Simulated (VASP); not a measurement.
Wanted: the native input for a VASP 6.6.1 run.

```yaml
Task: single point
Functional: PBE
Potentials_or_basis: VASP PAW PBE potentials, release 64 (Ag, S)
Cutoff: 520 eV
k_mesh: 18 × 18 × 18
Occupations: gaussian, width 0.1 eV
Spin: no spin polarisation
Dipole_correction: no
Further_INCAR_settings: ALGO = Normal; EDIFF = 1e-06; NBANDS = 16
```

The structure of AgS lies in POSCAR:

```
AgS
1.0
    0.0000000000      2.6932479617      2.6932479617
    2.6932479617      0.0000000000      2.6932479617
    2.6932479617      2.6932479617      0.0000000000
Ag S
1 1
Direct
    0.0000000000      0.0000000000      0.0000000000
    0.5000000000      0.5000000000      0.5000000000
```

This cell differs from its parent crystal: volume scaled by 1.06.

These files were run (other wordings do the same):

INCAR

```
PREC = Accurate
ENCUT = 520
EDIFF = 1E-6
ISMEAR = 0
SIGMA = 0.1
LREAL = False
LASPH = True
NELM = 60
ALGO = Normal
ISIF = 2
LWAVE = False
LCHARG = False
GGA = PE
NBANDS = 16
```

KPOINTS

```
Automatic mesh
0
Gamma
  18 18 18
```

Potentials or basis: VASP PAW PBE potentials, release 64 (Ag, S).

Command:

```bash
$ cat potpaw_PBE.64/Ag/POTCAR potpaw_PBE.64/S/POTCAR > POTCAR
$ mpirun -np 1 vasp_std > vasp.out
```

Results of the run:

```
Pressure : -4.3 GPa
```

It took 67 s on 1 thread of Intel(R) Xeon(R) Platinum 8488C (Sapphire Rapids), with other jobs on the host, peak memory 0.24 GiB.
